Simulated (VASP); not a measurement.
# SiC (P6_3mc) in VASP: a series of runs

Runs on SiC. Level: LDA. Tasks: relaxation of the atoms.

Program: VASP 6.6.1. These are calculated values, not measurements. Logs are shortened: lines on timing, memory, paths and dates and some standing lists are left out, and cuts for length are marked.

## Step 1: The cell of the first run

It takes space group P6_3mc (No. 186, hexagonal). Conventional cell: a = 2.962 Å, b = 2.962 Å, c = 4.487 Å, α = 90.00°, β = 90.00°, γ = 120.00°. Within 2.2 Å of Si (site symmetry 3m) lie 4 C at 1.69 to 1.80 Å. C (site symmetry 3m) has 4 Si at 1.69 to 1.80 Å within 2.2 Å.

## Step 2: Relaxation of the atoms, LDA (8.52 Å³/atom)

Contents of INCAR:

```
SYSTEM = SiC
PREC = Accurate
ENCUT = 520
EDIFF = 1E-6
ISMEAR = 0
SIGMA = 0.05
LREAL = .False.
LASPH = .True.
NELM = 60
ALGO = Normal
ISIF = 2
LWAVE = .False.
LCHARG = .False.
IBRION = 2
NSW = 50
EDIFFG = -0.01
```

Contents of KPOINTS:

```
Automatic mesh
0
Gamma
  12 12 6
  0 0 0
```

Contents of POSCAR:

```
SiC
1.0
    2.9617290136      0.0000000000      0.0000000000
   -1.4808645068      2.5649325649      0.0000000000
    0.0000000000      0.0000000000      4.4867232826
Si C
2 2
Direct
    0.3333333333      0.6666666667      0.0046041256
    0.6666666667      0.3333333333      0.5046041256
    0.3333333333      0.6666666667      0.3803958744
    0.6666666667      0.3333333333      0.8803958744
```

Potentials or basis: VASP PAW LDA potentials, release 64 (Si, C).

Run with:

```
$ cat potpaw_LDA.64/Si/POTCAR potpaw_LDA.64/C/POTCAR > POTCAR
$ mpirun -np 1 vasp_std > vasp.out
```

OUTCAR:

```text
SYSTEM = SiC
   PREC = Accurate
   ENCUT = 520
   EDIFF = 1E-6
   ISMEAR = 0
   LREAL = .False.
   LASPH = .True.
   NELM = 60
   ISIF = 2
   IBRION = 2
   NSW = 50
   EDIFFG = -0.01

 ion  position               nearest neighbor table
   1  0.333  0.667  0.005-   3 1.69   4 1.80   4 1.80   4 1.80   2 2.82   2 2.82   2 2.82   2 2.82
                             2 2.82   2 2.82
   2  0.667  0.333  0.505-   4 1.69   3 1.80   3 1.80   3 1.80   1 2.82   1 2.82   1 2.82   1 2.82
                             1 2.82   1 2.82
   3  0.333  0.667  0.380-   1 1.69   2 1.80   2 1.80   2 1.80
   4  0.667  0.333  0.880-   2 1.69   1 1.80   1 1.80   1 1.80

  LATTYP: Found a hexagonal cell.
 ALAT       =     2.9617290136
 C/A-ratio  =     1.5149000000

  Lattice vectors:

 A1 = (   2.9617290136,   0.0000000000,   0.0000000000)
 A2 = (  -1.4808645068,   2.5649325649,   0.0000000000)
 A3 = (   0.0000000000,   0.0000000000,   4.4867232826)

Analysis of symmetry for initial positions (statically):
=====================================================================
 Subroutine PRICEL returns:
 Original cell was already a primitive cell.

 Routine SETGRP: Setting up the symmetry group for a
 hexagonal supercell.

 Subroutine GETGRP returns: Found 12 space group operations
 (whereof  6 operations were pure point group operations)
 out of a pool of 24 trial point group operations.

The static configuration has the point symmetry C_3v.
 The point group associated with its full space group is C_6v.

Analysis of symmetry for dynamics (positions and initial velocities):
=====================================================================
 Subroutine PRICEL returns:
 Original cell was already a primitive cell.

 Routine SETGRP: Setting up the symmetry group for a
 hexagonal supercell.

 Subroutine GETGRP returns: Found 12 space group operations
 (whereof  6 operations were pure point group operations)
 out of a pool of 24 trial point group operations.

The dynamic configuration has the point symmetry C_3v.
 The point group associated with its full space group is C_6v.

 Subroutine INISYM returns: Found 12 space group operations
 (whereof  6 operations are pure point group operations),
 and found     1 'primitive' translations

----------------------------------------------------------------------------------------

                                     Primitive cell

  volume of cell :      34.0840

  direct lattice vectors                    reciprocal lattice vectors
     2.961729014  0.000000000  0.000000000     0.337640613  0.194936899  0.000000000
    -1.480864507  2.564932565  0.000000000     0.000000000  0.389873798  0.000000000
     0.000000000  0.000000000  4.486723283     0.000000000  0.000000000  0.222879803

  length of vectors
     2.961729014  2.961729014  4.486723283     0.389873798  0.389873798  0.222879803

  position of ions in fractional coordinates (direct lattice)
     0.333333333  0.666666667  0.004604126
     0.666666667  0.333333333  0.504604126
     0.333333333  0.666666667  0.380395874
     0.666666667  0.333333333  0.880395874

  ion indices of the primitive-cell ions
   primitive index   ion index
                 1           1
                 2           2
                 3           3
                 4           4

----------------------------------------------------------------------------------------

 KPOINTS: Automatic mesh

Automatic generation of k-mesh.
 Grid dimensions read from file:
 generate k-points for:   12   12    6

 Generating k-lattice:

  Cartesian coordinates                     Fractional coordinates (reciprocal lattice)
     0.028136718  0.016244742  0.000000000     0.083333333  0.000000000  0.000000000
     0.000000000  0.032489483  0.000000000     0.000000000  0.083333333  0.000000000
     0.000000000  0.000000000  0.037146634     0.000000000  0.000000000  0.166666667

  Length of vectors
     0.032489483  0.032489483  0.037146634

  Shift w.r.t. Gamma in fractional coordinates (k-lattice)
     0.000000000  0.000000000  0.000000000

 Subroutine IBZKPT returns following result:
 ===========================================

 Found     76 irreducible k-points:

 Following reciprocal coordinates:
            Coordinates               Weight
  0.000000  0.000000  0.000000      1.000000
  0.083333  0.000000  0.000000      6.000000
  0.166667 -0.000000  0.000000      6.000000
  0.250000  0.000000  0.000000      6.000000
  0.333333  0.000000  0.000000      6.000000
  0.416667  0.000000  0.000000      6.000000
[... 16 lines left out ...]
  0.250000  0.000000  0.166667     12.000000
  0.333333  0.000000  0.166667     12.000000
 [... further k-points ...]
   k-points           NKPTS =     76   k-points in BZ     NKDIM =     76   number of bands    NBANDS=     12
   number of dos      NEDOS =    301   number of ions     NIONS =      4
   total plane-waves  NPLWV =  20736
   dimension x,y,z NGX =    24 NGY =   24 NGZ =   36
   dimension x,y,z NGXF=    48 NGYF=   48 NGZF=   72
   ions per type =               2   2
   NGX,Y,Z   is equivalent  to a cutoff of  13.47, 13.47, 13.34 a.u.
   NGXF,Y,Z  is equivalent  to a cutoff of  26.94, 26.94, 26.68 a.u.
 SYSTEM =  SiC
   PREC   = accura    normal or accurate (medium, high low for compatibility)
   ISTART =      0    job   : 0-new  1-cont  2-samecut
   ICHARG =      2    charge: 1-file 2-atom 10-const
   ISPIN  =      1    spin polarized calculation?
   LNONCOLLINEAR =      F non collinear calculations
   LSORBIT =      F    spin-orbit coupling
   LASPH  =      T    aspherical Exc in radial PAW
   ENCUT  =  520.0 eV  38.22 Ry    6.18 a.u.   5.51  5.51  8.34*2*pi/ulx,y,z
   NELM   =     60;   NELMIN=  2; NELMDL= -5     # of ELM steps
   EDIFF  = 0.1E-05   stopping-criterion for ELM
   LREAL  =      F    real-space projection
   EDIFFG = -.1E-01   stopping-criterion for IOM
   NSW    =     50    number of steps for IOM
   IBRION =      2    ionic relax: 0-MD 1-quasi-New 2-CG
   NFREE  =      1    steps in history (QN), initial steepest desc. (CG)
   ISIF   =      2    stress and relaxation
   ISYM   =      2    0-nonsym 1-usesym 2-fastsym
   POTIM  = 0.5000    time-step for ionic-motion
   TEBEG  =    0.0;   TEEND  =   0.0 temperature during run
   PSTRESS=    0.0 pullay stress
   NELECT =      16.0000    total number of electrons
   NUPDOWN=      -1.0000    fix difference up-down
   EMIN   =  10.00;   EMAX   =-10.00  energy-range for DOS
   EFERMI =   0.00;   METHOD = LEGACY
   ISMEAR =     0;   SIGMA  =   0.05  broadening in eV -4-tet -1-fermi 0-gaus
   EFERMI_NEDOS =   21; number of points for ismear=-14 and -15
   IALGO  =     38    algorithm
   IMIX   =      4    mixing-type and parameters
     AMIX     =   0.40;   BMIX     =  1.00
     AMIX_MAG =   1.60;   BMIX_MAG =  1.00
  volume/ion in A,a.u.               =       8.52        57.50
  Fermi-wavevector in a.u.,A,eV,Ry     =   1.272325  2.404345 22.025251  1.618810
  Thomas-Fermi vector in A             =   2.405209
   LORBIT       =      0    0 simple, 1 ext, 2 COOP (PROOUT), +10 PAW based schemes
   GGA     = CA    functional components
   LHFCALC =     F    Hartree Fock is set to
   AEXX    =    0.0000 exact exchange contribution
   IVDW    =     0    specifies the selected vdW correction
   LEPSILON=     F    determine dielectric tensor
   LRPA    =     F    only Hartree local field effects (RPA)
 conjugate gradient relaxation of ions
 non-spin polarized calculation
 Gauss-broadening in eV      SIGMA  =   0.05
  energy-cutoff  :      520.00
  volume of cell :       34.08
 maximum number of plane-waves:       944
 NGX is ok and might be reduce to    24
   NGX = 11   NGY = 11   NGZ = 17

--------------------------------------- Ionic step        1  -------------------------------------------

 number of electron      15.9999999 magnetization

 Free energy of the ion-electron system (eV)
  ---------------------------------------------------
  ext. energy  EPLUGINS =         0.00000000
  ---------------------------------------------------
  free energy    TOTEN  =       -31.86231419 eV

  energy without entropy =      -31.86231419  energy(sigma->0) =      -31.86231419

------------------------ aborting loop because EDIFF is reached ----------------------------------------

  FORCE on cell =-STRESS in cart. coord.  units (eV):
  Direction    XX          YY          ZZ          XY          YZ          ZX
  --------------------------------------------------------------------------------------
  -------------------------------------------------------------------------------------
  Total        7.2181868      7.2181868     22.9664192      0.0000000      0.0000000     -0.0000000
  in kB      339.3033484    339.3033484   1079.5762310      0.0000000      0.0000000     -0.0000000
  external PRESSURE =     586.0609760 kB  Pullay stress =       0.0000000 kB
[... 95 lines left out ...]
  FREE ENERGIE OF THE ION-ELECTRON SYSTEM (eV)
  ---------------------------------------------------
  free  energy   TOTEN  =       -32.0286856151 eV

  energy  without entropy=      -32.0286856151  energy(sigma->0) =      -32.02868562

[... ionic steps 4 to 14 ...]

--------------------------------------- Ionic step       15  -------------------------------------------

 number of electron      16.0000003 magnetization

------------------------ aborting loop because EDIFF is reached ----------------------------------------

  FORCE on cell =-STRESS in cart. coord.  units (eV):
  Direction    XX          YY          ZZ          XY          YZ          ZX
  --------------------------------------------------------------------------------------
  -------------------------------------------------------------------------------------
  Total        8.7944339      8.7944339     17.4909875      0.0000000      0.0000000     -0.0000000
  in kB      413.3975661    413.3975661    822.1940975      0.0000000      0.0000000     -0.0000000
  external PRESSURE =     549.6630766 kB  Pullay stress =       0.0000000 kB
[... 61 lines left out ...]
  energy  without entropy=      -32.0287005327  energy(sigma->0) =      -32.02870053

--------------------------------------- Ionic step       17  -------------------------------------------

 number of electron      16.0000003 magnetization

 Free energy of the ion-electron system (eV)
  ---------------------------------------------------
  ext. energy  EPLUGINS =         0.00000000
  ---------------------------------------------------
  free energy    TOTEN  =       -32.02870365 eV

  energy without entropy =      -32.02870365  energy(sigma->0) =      -32.02870365

 E-fermi :  11.5745     XC(G=0): -12.3917

 val. band max:       11.3381617451   @ k =   0.0000   0.0000   0.0000
 cond. band min:      12.9256493300   @ k =   0.5000   0.0000   0.0000
 fundamental gap:      1.5874875849
 Fermi energy:        11.5745497063

 k-point     1 :       0.0000    0.0000    0.0000
  band No.  band energies     occupation
      1      -6.5140      2.00000
      2      -1.3946      2.00000
      3       1.1067      2.00000
      4       8.5023      2.00000
      5       8.5023      2.00000
      6      10.3222      2.00000
      7      10.3222      2.00000
      8      11.3382      2.00000
      9      15.7084      0.00000
     10      17.5974      0.00000
     11      17.5974      0.00000
     12      19.2704      0.00000
[... 331 lines left out ...]
 k-point    24 :       0.3333    0.0000    0.1667
  band No.  band energies     occupation
      1      -4.3018      2.00000
      2      -0.7567      2.00000
      3       2.4614      2.00000
      4       4.5125      2.00000
      5       5.6174      2.00000
      6       6.8341      2.00000
      7       9.2478      2.00000
      8       9.3180      2.00000
      9      13.8263      0.00000
     10      15.8913      0.00000
     11      18.9503      0.00000
     12      19.3113      0.00000

 [... further k-points ...]

------------------------ aborting loop because EDIFF is reached ----------------------------------------

  FORCE on cell =-STRESS in cart. coord.  units (eV):
  Direction    XX          YY          ZZ          XY          YZ          ZX
  --------------------------------------------------------------------------------------
  -------------------------------------------------------------------------------------
  Total        8.7993128      8.7993128     17.4751109      0.0000000      0.0000000      0.0000000
  in kB      413.6269064    413.6269064    821.4477913      0.0000000      0.0000000      0.0000000
  external PRESSURE =     549.5672014 kB  Pullay stress =       0.0000000 kB
[... 19 lines left out ...]
  FREE ENERGIE OF THE ION-ELECTRON SYSTEM (eV)
  ---------------------------------------------------
  free  energy   TOTEN  =       -32.0287036486 eV

  energy  without entropy=      -32.0287036486  energy(sigma->0) =      -32.02870365

 reached required accuracy - stopping structural energy minimisation
```

Wall time 88 s (1 thread of Intel Xeon Platinum 8259CL at 2.50GHz (Skylake/Cascade Lake), shared host); peak memory 0.15 GiB.

Results:

```
Free energy                  : -32.0287 eV
Energy gained by relaxing    : 41.6 meV/atom
Ionic steps                  : 17
Pressure after relaxing      : 55.0 GPa
Largest force after relaxing : 0.006 eV/Å
Band gap on the k mesh       : 1.59 eV (least direct gap 3.58 eV)
```

Forces in eV/Å, atoms in the order of the input:
```
Si   0.000  0.000 -0.006
Si   0.000  0.000 -0.006
C    0.000  0.000  0.006
C    0.000  0.000  0.006
```

The path:
| step | energy change (eV) | largest force (eV/Å) | pressure (GPa) |
| --- | --- | --- | --- |
| 1 | 0.0000 | 2.3524 | 58.61 |
| 2 | 0.2469 | 2.2541 | 53.02 |
| 3 | -0.1664 | 0.0222 | 54.92 |
| 4 | -0.1664 | 0.0164 | 54.97 |
| 5 | -0.1664 | 0.0160 | 54.97 |
| 6 | -0.1664 | 0.0152 | 54.97 |
| 7 | -0.1664 | 0.0153 | 54.97 |
| 8 | -0.1664 | 0.0153 | 54.97 |
| 9 | -0.1664 | 0.0153 | 54.97 |
| 10 | -0.1664 | 0.0152 | 54.97 |
| 11 | -0.1664 | 0.0151 | 54.97 |
| 12 | -0.1664 | 0.0150 | 54.97 |
| 13 | -0.1664 | 0.0147 | 54.97 |
| 14 | -0.1664 | 0.0141 | 54.97 |
| 15 | -0.1664 | 0.0131 | 54.97 |
| 16 | -0.1664 | 0.0109 | 54.96 |
| 17 | -0.1664 | 0.0065 | 54.96 |

Final structure:
```
Si C
1.0
     2.96173    0.00000    0.00000
    -1.48086    2.56493    0.00000
     0.00000    0.00000    4.48672
Si C
2 2
Direct
  0.33333 0.66667 0.99618
  0.66667 0.33333 0.49618
  0.33333 0.66667 0.38882
  0.66667 0.33333 0.88882
```

## Step 3: Relaxation of the atoms, LDA (8.52 Å³/atom)

Contents of INCAR:

```
SYSTEM = SiC
PREC = Accurate ; ENCUT = 520
EDIFF = 1E-6 ; ISMEAR = 0
SIGMA = 0.05 ; LREAL = .FALSE.
LASPH = .TRUE. ; NELM = 80
ALGO = Normal ; ISIF = 2
LWAVE = .FALSE. ; LCHARG = .FALSE.
GGA = CA ; IBRION = 2
NSW = 50 ; EDIFFG = -0.01
```

Contents of KPOINTS:

```
regular mesh
0
G
  12 12 6
  0 0 0
```

Contents of POSCAR:

```
SiC
1.0
    2.8076198150      0.0000000000      0.0000000000
   -1.4038099075      2.4314700839      0.0000000000
    0.0000000000      0.0000000000      4.9927903170
Si C
2 2
Direct
    0.3333333333      0.6666666667      0.0046041256
    0.6666666667      0.3333333333      0.5046041256
    0.3333333333      0.6666666667      0.3803958744
    0.6666666667      0.3333333333      0.8803958744
```

Potentials or basis: VASP PAW LDA potentials, release 64 (Si, C).

Run with:

```
$ cat potpaw_LDA.64/Si/POTCAR potpaw_LDA.64/C/POTCAR > POTCAR
$ mpirun -np 1 vasp_std > vasp.out
```

It took 49 s on 1 thread of Intel Xeon Platinum 8259CL at 2.50GHz (Skylake/Cascade Lake), shared host; peak memory 0.15 GiB.

It converged, with:

```yaml
Free_energy: -31.9609 eV
Energy_gained_by_relaxing: 26.1 meV/atom
Ionic_steps: 3
Pressure_after_relaxing: 56.6 GPa
Band_gap_on_the_k_mesh: 0.82 eV (least direct gap 4.32 eV)
```

Stress tensor (GPa, compression positive):
```
74.55  0.00  0.00
 0.00 74.55  0.00
 0.00  0.00 20.72
```

The path:
| step | energy change (eV) | largest force (eV/Å) | pressure (GPa) |
| --- | --- | --- | --- |
| 1 | 0.0000 | 1.5336 | 59.74 |
| 2 | 0.1027 | 2.6255 | 55.18 |
| 3 | -0.1042 | 0.0017 | 56.61 |

Final structure:
```yaml
crystal:
  lattice:
    - [2.80762, 0.00000, 0.00000]
    - [-1.40381, 2.43147, 0.00000]
    - [0.00000, 0.00000, 4.99279]
  atoms:
    - { symbol: Si, position: [0.33333, 0.66667, 0.01112] }
    - { symbol: Si, position: [0.66667, 0.33333, 0.51112] }
    - { symbol: C, position: [0.33333, 0.66667, 0.37388] }
    - { symbol: C, position: [0.66667, 0.33333, 0.87388] }
```

Levels at points of the mesh, in eV from the valence-band top:
```tsv
k point	band 4	band 5	band 6	band 7	band 8	band 9	band 10	band 11	band 12
(0.00, 0.00, 0.00)	-1.45	-1.04	-1.04	0.00	0.00	5.44	7.46	8.23	8.23
(0.50, 0.00, 0.00)	-7.56	-6.64	-4.52	-3.49	-1.49	3.10	3.28	7.54	8.16
(0.00, 0.00, 0.50)	-6.17	-0.55	-0.55	-0.55	-0.55	7.81	7.81	8.74	8.74
(0.50, 0.00, 0.50)	-9.59	-3.50	-3.50	-2.65	-2.65	2.67	2.67	5.63	5.63
```

A k mesh can miss the band edges.

## Step 4: Relaxation of the atoms, LDA (8.52 Å³/atom)

Contents of INCAR:

```
ALGO = Normal ; EDIFF = 1E-6
EDIFFG = -0.01 ; ENCUT = 520
IBRION = 2 ; ISIF = 2
ISMEAR = 0 ; LASPH = True
LCHARG = False ; LREAL = False
LWAVE = False ; NELM = 80
NSW = 50 ; PREC = Accurate
SIGMA = 0.05
```

Contents of KPOINTS:

```
k-points
0
Gamma
  12 12 6
```

Contents of POSCAR:

```
SiC
1.0
    2.8836499162      0.0000000000      0.0000000000
   -1.4418249581      2.4973140831      0.0000000000
    0.0000000000      0.0000000000      4.7329820322
Si C
2 2
Direct
    0.3333333333      0.6666666667      0.0046041256
    0.6666666667      0.3333333333      0.5046041256
    0.3333333333      0.6666666667      0.3803958744
    0.6666666667      0.3333333333      0.8803958744
```

Run with:

```
$ cat potpaw_LDA.64/Si/POTCAR potpaw_LDA.64/C/POTCAR > POTCAR
$ mpirun -np 1 vasp_std > vasp.out
```

Wall time 38 s (1 thread of Intel Xeon Platinum 8259CL at 2.50GHz (Skylake/Cascade Lake), shared host); peak memory 0.14 GiB.

It converged, with:

```yaml
Free_energy: -32.2664 eV
Energy_gained_by_relaxing: 0.0 meV/atom
Ionic_steps: 3
Pressure_after_relaxing: 56.5 GPa
Band_gap_on_the_k_mesh: 1.77 eV (least direct gap 4.26 eV)
```

Stress tensor (GPa, compression positive):
```
56.93  0.00  0.00
 0.00 56.93  0.00
 0.00  0.00 55.70
```

Final structure:
```
Si C
1.0
     2.88365    0.00000    0.00000
    -1.44182    2.49731    0.00000
     0.00000    0.00000    4.73298
Si C
2 2
Direct
  0.33333 0.66667 0.00473
  0.66667 0.33333 0.50473
  0.33333 0.66667 0.38027
  0.66667 0.33333 0.88027
```

Levels at points of the mesh, in eV from the valence-band top:
```
           k point  band 6  band 7  band 8  band 9  band 10  band 11
(0.00, 0.00, 0.00)   -0.13    0.00    0.00    6.49     7.79     7.79
(0.50, 0.00, 0.00)   -3.89   -3.71   -1.24    3.03     4.31     7.82
(0.00, 0.00, 0.50)   -0.74   -0.74   -0.74    7.53     7.53     8.36
(0.50, 0.00, 0.50)   -2.70   -2.52   -2.52    3.59     3.59     6.07
```

A k mesh can miss the band edges. Expect the measured gap to be larger: semilocal functionals such as LDA lack the derivative discontinuity.

## Step 5: Summary

| cell | gap on the mesh (eV) | pressure (GPa) |
| --- | --- | --- |
| atoms relaxed from a = 2.962, b = 2.962, c = 4.487 Å, angles 90.0, 90.0, 120.0°, 4 atoms | 1.59 | 55.0 |
| atoms relaxed from a = 2.808, b = 2.808, c = 4.993 Å, angles 90.0, 90.0, 120.0°, 4 atoms | 0.82 | 56.6 |
| atoms relaxed from a = 2.884, b = 2.884, c = 4.733 Å, angles 90.0, 90.0, 120.0°, 4 atoms | 1.77 | 56.5 |

Alike in all rows: task relaxation of the atoms; level LDA; potentials or basis VASP PAW LDA potentials, release 64 (Si, C); no spin polarisation; k mesh 12 × 12 × 6; cutoff (eV) 520; smearing gaussian 0.05 eV.

Total energies depend on the potentials used, so only differences within one code and one set of settings carry meaning.
